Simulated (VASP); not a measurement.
Here is a VASP 6.6.1 calculation.

POSCAR

```
PbS
1.0
    8.3969062019      0.0000000000      0.0000000000
    0.0000000000      4.1985378032      0.0000000000
    0.0000000000      0.0000000000      5.9549033781
Pb S
4 4
Direct
    0.1248374606      0.7500000000      0.7501601666
    0.6248374606      0.7500000000      0.7498398334
    0.8751625394      0.2500000000      0.2498398334
    0.3751625394      0.2500000000      0.2501601666
    0.8753330558      0.2500000000      0.7502173291
    0.3753330558      0.2500000000      0.7497826709
    0.1246669442      0.7500000000      0.2497826709
    0.6246669442      0.7500000000      0.2502173291
```

The input INCAR.step1:

```
PREC = Accurate ; ENCUT = 520
ISMEAR = -1 ; SIGMA = 0.02
LREAL = False ; LASPH = True
NELM = 80 ; NBANDS = 50
GGA = PE ; ALGO = Normal
EDIFF = 1E-4 ; LWAVE = True
LCHARG = False
```

File INCAR.step2:

```
PREC = Accurate ; ENCUT = 520
EDIFF = 1E-6 ; ISMEAR = -1
SIGMA = 0.02 ; LREAL = False
LASPH = True ; NELM = 80
ALGO = Normal ; ISIF = 2
LWAVE = False ; LCHARG = False
METAGGA = R2SCAN ; LMIXTAU = True
LUSE_VDW = True ; IVDW_NL = 2
BPARAM = 11.95 ; CPARAM = 0.0093
NBANDS = 50 ; ISTART = 1
```

The input KPOINTS:

```
regular mesh
0
Gamma
  4 6 4
```

Potentials or basis: VASP PAW PBE potentials, release 64 (Pb_d, S).

Command:

```console
$ cat potpaw_PBE.64/Pb_d/POTCAR potpaw_PBE.64/S/POTCAR > POTCAR
$ cp INCAR.step1 INCAR
$ mpirun -np 1 vasp_std > vasp.out
$ cp INCAR.step2 INCAR
$ mpirun -np 1 vasp_std > vasp.out
```

(1) Predict the band gap on the k mesh.

(2) Estimate the pressure.

## Answers

(1) 0.60 eV.

(2) 0.1 GPa.

Caveat: the PAW data sets were made with another functional, which shifts forces and pressure a little; spin-orbit coupling is left out, which moves the levels of the heavy elements.
